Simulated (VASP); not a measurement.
# C (P6_3/mmc) in VASP: notebook

The runs below take C through single point, relaxation of cell and atoms, with r2SCAN.

All numbers are computed with VASP 6.6.1; they aren't measurements. Logs are shortened: lines on timing, memory, paths and dates and some standing lists are left out, and cuts for length are marked.

## 1. The cell of the first run

The structure is hexagonal, space group P6_3/mmc (No. 194). Conventional cell: a = 2.550 Å, b = 2.550 Å, c = 7.281 Å, α = 90.00°, β = 90.00°, γ = 120.00°. C (site symmetry -6m2) has 3 C at 1.47 Å within 2.0 Å. Within 2.0 Å of C (site symmetry -6m2) lie 3 C at 1.47 Å.

## 2. Single point, r2SCAN (volume scaled by 1.12)

POSCAR

```
C
1.0
    2.5504632676      0.0000000000      0.0000000000
   -1.2752316338      2.2087659812      0.0000000000
    0.0000000000      0.0000000000      7.2805291040
C
4
Direct
    1.0000000000      1.0000000000      0.2500000000
    0.0000000000      0.0000000000      0.7500000000
    0.3333333333      0.6666666667      0.2500000000
    0.6666666667      0.3333333333      0.7500000000
```

INCAR.step1

```
SYSTEM = C
PREC = Accurate ; ENCUT = 520
ISMEAR = -1 ; SIGMA = 0.05
LREAL = .FALSE. ; LASPH = .TRUE.
NELM = 100 ; NBANDS = 16
GGA = PE ; ALGO = Normal
EDIFF = 1E-4 ; LWAVE = .TRUE.
LCHARG = .FALSE.
```

INCAR.step2

```
SYSTEM = C
PREC = Accurate ; ENCUT = 520
EDIFF = 1E-6 ; ISMEAR = -1
SIGMA = 0.05 ; LREAL = .FALSE.
LASPH = .TRUE. ; NELM = 100
ALGO = Normal ; ISIF = 2
LWAVE = .FALSE. ; LCHARG = .FALSE.
METAGGA = R2SCAN ; LMIXTAU = .TRUE.
NBANDS = 16 ; ISTART = 1
```

KPOINTS

```
regular mesh
0
G
  14 14 4
  0 0 0
```

Potentials or basis: VASP PAW PBE potentials, release 64 (C).

The run is started by

```bash
$ cat potpaw_PBE.64/C/POTCAR > POTCAR
$ cp INCAR.step1 INCAR
$ mpirun -np 1 vasp_std > vasp.out
$ cp INCAR.step2 INCAR
$ mpirun -np 1 vasp_std > vasp.out
```

OUTCAR:

```text
SYSTEM = C
   PREC = Accurate
   ENCUT = 520
   EDIFF = 1E-6
   ISMEAR = -1
   LREAL = .FALSE.
   LASPH = .TRUE.
   NELM = 100
   ISIF = 2
   METAGGA = R2SCAN
   ISTART = 1

 ion  position               nearest neighbor table
   1  0.000  0.000  0.250-   3 1.47   3 1.47   3 1.47
   2  0.000  0.000  0.750-   4 1.47   4 1.47   4 1.47
   3  0.333  0.667  0.250-   1 1.47   1 1.47   1 1.47
   4  0.667  0.333  0.750-   2 1.47   2 1.47   2 1.47

  LATTYP: Found a hexagonal cell.
 ALAT       =     2.5504632676
 C/A-ratio  =     2.8545908488

  Lattice vectors:

 A1 = (   2.5504632676,   0.0000000000,   0.0000000000)
 A2 = (  -1.2752316338,   2.2087659812,   0.0000000000)
 A3 = (   0.0000000000,   0.0000000000,   7.2805291040)

Analysis of symmetry for initial positions (statically):
=====================================================================
 Subroutine PRICEL returns:
 Original cell was already a primitive cell.

 Routine SETGRP: Setting up the symmetry group for a
 hexagonal supercell.

 Subroutine GETGRP returns: Found 24 space group operations
 (whereof 12 operations were pure point group operations)
 out of a pool of 24 trial point group operations.

The static configuration has the point symmetry D_3d.
 The point group associated with its full space group is D_6h.

Analysis of symmetry for dynamics (positions and initial velocities):
=====================================================================
 Subroutine PRICEL returns:
 Original cell was already a primitive cell.

 Routine SETGRP: Setting up the symmetry group for a
 hexagonal supercell.

 Subroutine GETGRP returns: Found 24 space group operations
 (whereof 12 operations were pure point group operations)
 out of a pool of 24 trial point group operations.

The dynamic configuration has the point symmetry D_3d.
 The point group associated with its full space group is D_6h.

 Subroutine INISYM returns: Found 24 space group operations
 (whereof 12 operations are pure point group operations),
 and found     1 'primitive' translations

----------------------------------------------------------------------------------------

                                     Primitive cell

  volume of cell :      41.0140

  direct lattice vectors                    reciprocal lattice vectors
     2.550463268  0.000000000  0.000000000     0.392085631  0.226370745  0.000000000
    -1.275231634  2.208765981  0.000000000     0.000000000  0.452741489  0.000000000
[... 92 lines left out ...]
   NSW    =      0    number of steps for IOM
   IBRION =     -1    ionic relax: 0-MD 1-quasi-New 2-CG
   NFREE  =      0    steps in history (QN), initial steepest desc. (CG)
   ISIF   =      2    stress and relaxation
   ISYM   =      2    0-nonsym 1-usesym 2-fastsym
   POTIM  = 0.5000    time-step for ionic-motion
   TEBEG  =    0.0;   TEEND  =   0.0 temperature during run
   PSTRESS=    0.0 pullay stress
   NELECT =      16.0000    total number of electrons
   NUPDOWN=      -1.0000    fix difference up-down
   EMIN   =  10.00;   EMAX   =-10.00  energy-range for DOS
   EFERMI =   0.00;   METHOD = LEGACY
   ISMEAR =    -1;   SIGMA  =   0.05  broadening in eV -4-tet -1-fermi 0-gaus
   EFERMI_NEDOS =   21; number of points for ismear=-14 and -15
   IALGO  =     38    algorithm
   IMIX   =      4    mixing-type and parameters
     AMIX     =   0.40;   BMIX     =  1.00
     AMIX_MAG =   1.60;   BMIX_MAG =  1.00
  volume/ion in A,a.u.               =      10.25        69.19
  Fermi-wavevector in a.u.,A,eV,Ry     =   1.196201  2.260493 19.468541  1.430897
  Thomas-Fermi vector in A             =   2.332148
   LORBIT       =      0    0 simple, 1 ext, 2 COOP (PROOUT), +10 PAW based schemes
   METAGGA = R2SCAN    functional components
   LHFCALC =     F    Hartree Fock is set to
   AEXX    =    0.0000 exact exchange contribution
   IVDW    =     0    specifies the selected vdW correction
   LEPSILON=     F    determine dielectric tensor
   LRPA    =     F    only Hartree local field effects (RPA)
 non-spin polarized calculation
  energy-cutoff  :      520.00
  volume of cell :       41.01
 maximum number of plane-waves:      1131
 NGX is ok and might be reduce to    20
   NGX =  9   NGY =  9   NGZ = 27

 number of electron      16.0000001 magnetization

 Free energy of the ion-electron system (eV)
  ---------------------------------------------------
  ext. energy  EPLUGINS =         0.00000000
  ---------------------------------------------------
  free energy    TOTEN  =       -39.39404292 eV

  energy without entropy =      -39.39403995  energy(sigma->0) =      -39.39404144

 E-fermi :   3.3835     XC(G=0): -10.3228

 val. band max:        2.9142043609   @ k =   0.3571   0.2857   0.0000
 cond. band min:       3.8738841439   @ k =   0.3571   0.2857   0.0000
 fundamental gap:      0.9596797830
 Fermi energy:         3.3834681100

 k-point     1 :       0.0000    0.0000    0.0000
  band No.  band energies     occupation
      1     -16.6380      2.00000
      2     -16.4755      2.00000
      3      -4.6549      2.00000
      4      -3.2834      2.00000
      5       0.1146      2.00000
      6       0.1146      2.00000
[... 433 lines left out ...]
      3      -9.4756      2.00000
      4      -9.4662      2.00000
      5      -6.7629      2.00000
      6      -6.7320      2.00000
[... 8 lines left out ...]
     15      15.4819      0.00000
     16      16.3919      0.00000

 [... further k-points ...]

------------------------ aborting loop because EDIFF is reached ----------------------------------------

  FORCE on cell =-STRESS in cart. coord.  units (eV):
  Direction    XX          YY          ZZ          XY          YZ          ZX
  --------------------------------------------------------------------------------------
  -------------------------------------------------------------------------------------
  Total       -9.5067549     -9.5067549     -0.1224033      0.0000000     -0.0000000      0.0000000
  in kB     -371.3737133   -371.3737133     -4.7815859      0.0000000     -0.0000000      0.0000000
  external PRESSURE =    -249.1763375 kB  Pullay stress =       0.0000000 kB

 VOLUME and BASIS-vectors are now :
 -----------------------------------------------------------------------------
  energy-cutoff  :      520.00
  volume of cell :       41.01
      direct lattice vectors                 reciprocal lattice vectors
     2.550463268  0.000000000  0.000000000     0.392085631  0.226370745  0.000000000
    -1.275231634  2.208765981  0.000000000     0.000000000  0.452741489  0.000000000
     0.000000000  0.000000000  7.280529104     0.000000000  0.000000000  0.137352655

 POSITION                                       TOTAL-FORCE (eV/Angst)
 -----------------------------------------------------------------------------------
      0.00000      0.00000      1.82013         0.000000     -0.000000      0.000000
      0.00000      0.00000      5.46040        -0.000000      0.000000     -0.000000
     -0.00000      1.47251      1.82013         0.000000      0.000000      0.000000
      1.27523      0.73626      5.46040        -0.000000      0.000000     -0.000000
 -----------------------------------------------------------------------------------
    total drift:                               -0.000000      0.000000      0.000000

  FREE ENERGIE OF THE ION-ELECTRON SYSTEM (eV)
  ---------------------------------------------------
  free  energy   TOTEN  =       -39.3940429181 eV

  energy  without entropy=      -39.3940399529  energy(sigma->0) =      -39.39404144
```

OUTCAR.step1:

```text
SYSTEM = C
   PREC = Accurate
   ENCUT = 520
   ISMEAR = -1
   LREAL = .FALSE.
   LASPH = .TRUE.
[... 687 lines left out ...]
      0.00000      0.00000      5.46040        -0.000000      0.000000     -0.000000
     -0.00000      1.47251      1.82013         0.000000      0.000000      0.000000
      1.27523      0.73626      5.46040        -0.000000      0.000000      0.000000
 -----------------------------------------------------------------------------------
    total drift:                               -0.000000      0.000000      0.000000

  FREE ENERGIE OF THE ION-ELECTRON SYSTEM (eV)
  ---------------------------------------------------
  free  energy   TOTEN  =       -36.6079188355 eV

  energy  without entropy=      -36.6079135029  energy(sigma->0) =      -36.60791617
```

Run time: 69 s. Hardware: 1 thread of Intel Xeon 6975P-C (Granite Rapids), shared host; peak memory 0.17 GiB.

What came out:

```yaml
Free_energy: -39.3940 eV
Pressure: -24.9 GPa
Band_gap_on_the_k_mesh: 0.96 eV, direct
```

Stress tensor (GPa, compression positive):
```
-37.14   0.00   0.00
  0.00 -37.14   0.00
  0.00   0.00  -0.48
```

Caveat: the cell differs from its parent crystal (volume scaled by 1.12); the PAW data sets were made with another functional, which shifts forces and pressure a little.

## 3. Relaxation of cell and atoms, r2SCAN

This run uses another cell than the first one, of 8.82 Å³/atom, 0.860 times its volume.

POSCAR

```
C
1.0
    2.4640014744      0.0000000000      0.0000000000
   -1.2320007372      2.1338878718      0.0000000000
    0.0000000000      0.0000000000      6.7110000000
C
4
Direct
    0.0000000000      0.0000000000      0.2500000000
    0.0000000000      0.0000000000      0.7500000000
    0.3333333333      0.6666666667      0.2500000000
    0.6666666667      0.3333333333      0.7500000000
```

INCAR.step1

```
PREC = Accurate
ENCUT = 600
ISMEAR = -1
SIGMA = 0.05
LREAL = False
LASPH = True
NELM = 80
GGA = PE
ALGO = Normal
EDIFF = 1E-4
LWAVE = True
LCHARG = False
```

INCAR.step2

```
PREC = Accurate
ENCUT = 600
EDIFF = 1E-7
ISMEAR = -1
SIGMA = 0.05
LREAL = False
LASPH = True
NELM = 80
ALGO = Normal
ISIF = 3
LWAVE = False
LCHARG = False
METAGGA = R2SCAN
LMIXTAU = True
IBRION = 2
NSW = 80
EDIFFG = -0.01
ISTART = 1
```

KPOINTS

```
regular mesh
0
Gamma
  8 8 3
```

Potentials or basis: VASP PAW PBE potentials, release 64 (C).

The run is started by

```bash
$ cat potpaw_PBE.64/C/POTCAR > POTCAR
$ cp INCAR.step1 INCAR
$ mpirun -np 1 vasp_std > vasp.out
$ cp INCAR.step2 INCAR
$ mpirun -np 1 vasp_std > vasp.out
```

It took 2.5 min on 1 thread of Intel Xeon 6975P-C (Granite Rapids), shared host; peak memory 0.15 GiB.

It converged, with:

```yaml
Free_energy: -39.7644 eV
Relaxed_volume: 9.05 Å³/atom
Relaxed_cell: a = 2.457 Å, b = 2.457 Å, c = 6.924 Å, α = 90.00°, β = 90.00°, γ = 120.00°
Space_group_after_relaxing_to_0.05_Å: P6_3/mmc (No. 194)
Energy_gained_by_relaxing: 1.4 meV/atom
Ionic_steps: 8
Pressure_after_relaxing: -0.1 GPa
Band_gap_on_the_k_mesh: 1.89 eV, indirect (least direct gap 1.91 eV)
```

The path:
```tsv
step	energy change (eV)	largest force (eV/Å)	pressure (GPa)	volume (Å³)
1	0.0000	0.0000	-2.23	35.29
2	0.0116	0.0000	6.58	34.66
3	-0.0027	0.0000	0.36	35.09
4	-0.0031	0.0000	0.33	35.17
5	-0.0041	0.0000	0.24	35.39
6	-0.0052	0.0000	0.07	35.84
7	-0.0048	0.0000	-0.21	36.74
8	-0.0054	0.0000	-0.05	36.20
```

Final structure:
```yaml
crystal:
  lattice:
    - [2.45700, 0.00000, 0.00000]
    - [-1.22850, 2.12782, 0.00000]
    - [0.00000, 0.00000, 6.92407]
  atoms:
    - { symbol: C, position: [0.00000, 0.00000, 0.25000] }
    - { symbol: C, position: [0.00000, 0.00000, 0.75000] }
    - { symbol: C, position: [0.33333, 0.66667, 0.25000] }
    - { symbol: C, position: [0.66667, 0.33333, 0.75000] }
```

Levels at points of the mesh, in eV from the valence-band top:
```csv
k point,band 5,band 6,band 7,band 8,band 9,band 10,band 11,band 12
"(0.00, 0.00, 0.00)",-2.34,-2.34,-2.33,-2.33,5.04,9.58,9.58,9.62
"(0.50, 0.00, 0.00)",-5.96,-5.92,-2.00,-1.40,2.47,3.12,8.48,8.80
```

Caveat: the PAW data sets were made with another functional, which shifts forces and pressure a little.

## 4. Single point, r2SCAN

This run uses another cell than the first one, of 9.15 Å³/atom, 0.893 times its volume.

POSCAR

```
C
1.0
    2.4559134450      0.0000000000      0.0000000000
   -1.2279567225      2.1268834329      0.0000000000
    0.0000000000      0.0000000000      7.0106290262
C
4
Direct
    1.0000000000      1.0000000000      0.2500000000
    0.0000000000      0.0000000000      0.7500000000
    0.3333333333      0.6666666667      0.2500000000
    0.6666666667      0.3333333333      0.7500000000
```

INCAR.step1

```
SYSTEM = C
PREC = Accurate
ENCUT = 520
ISMEAR = -1
SIGMA = 0.05
LREAL = .False.
LASPH = .True.
NELM = 100
NBANDS = 16
GGA = PE
ALGO = Normal
EDIFF = 1E-4
LWAVE = .True.
LCHARG = .False.
```

INCAR.step2

```
SYSTEM = C
PREC = Accurate
ENCUT = 520
EDIFF = 1E-7
ISMEAR = -1
SIGMA = 0.05
LREAL = .False.
LASPH = .True.
NELM = 100
ALGO = Normal
ISIF = 2
LWAVE = .False.
LCHARG = .True.
METAGGA = R2SCAN
LMIXTAU = .True.
LELF = .True.
LVHAR = .True.
NBANDS = 16
ISTART = 1
```

KPOINTS

```
regular mesh
0
Gamma
  2 2 1
  0 0 0
```

The run is started by

```bash
$ cat potpaw_PBE.64/C/POTCAR > POTCAR
$ cp INCAR.step1 INCAR
$ mpirun -np 1 vasp_std > vasp.out
$ cp INCAR.step2 INCAR
$ mpirun -np 1 vasp_std > vasp.out
```

Run time: 8.4 s. Hardware: 1 thread of Intel Xeon 6975P-C (Granite Rapids), shared host; peak memory 0.13 GiB.

The run converged. Its results:

- Free energy: -35.3045 eV
- Pressure: 13.1 GPa
- Band gap on the k mesh: 3.87 eV, direct

Stress tensor (GPa, compression positive):
```
22.35  0.00  0.00
 0.00 22.35  0.00
 0.00  0.00 -5.54
```

Levels at points of the mesh, in eV from the valence-band top:
```csv
k point,band 4,band 5,band 6,band 7,band 8,band 9,band 10,band 11,band 12,band 13
"(0.00, 0.00, 0.00)",-4.98,-0.82,-0.82,-0.81,-0.81,6.13,11.05,11.05,11.09,11.09
"(0.50, 0.00, 0.00)",-11.70,-4.46,-4.43,-0.58,0.00,3.87,4.51,9.93,10.23,13.61
```

Caveat: the k points lie up to 1.48 Å⁻¹ apart; the PAW data sets were made with another functional, which shifts forces and pressure a little. r2SCAN opens gaps a little over a GGA but as a rule still falls short of measured ones.

## 5. Overview

```csv
task,cell,k mesh,cutoff (eV),gap on the mesh (eV),pressure (GPa)
single point,"a = 2.550, b = 2.550, c = 7.281 Å, angles 90.0, 90.0, 120.0°, 4 atoms",14 × 14 × 4,520,0.96,-24.9
relaxation of cell and atoms,"relaxed from a = 2.464, b = 2.464, c = 6.711 Å, angles 90.0, 90.0, 120.0°, 4 atoms",8 × 8 × 3,600,1.89,-0.1
single point,"a = 2.456, b = 2.456, c = 7.011 Å, angles 90.0, 90.0, 120.0°, 4 atoms",2 × 2 × 1,520,3.87,13.1
```

Alike in all rows: level r2SCAN; potentials or basis VASP PAW PBE potentials, release 64 (C); no spin polarisation; smearing fermi-dirac 0.05 eV.

Caveats: some runs use coarse meshes; the PAW data sets were made with another functional, which shifts forces and pressure a little.

Absolute energies hang on the potentials; compare differences alone.
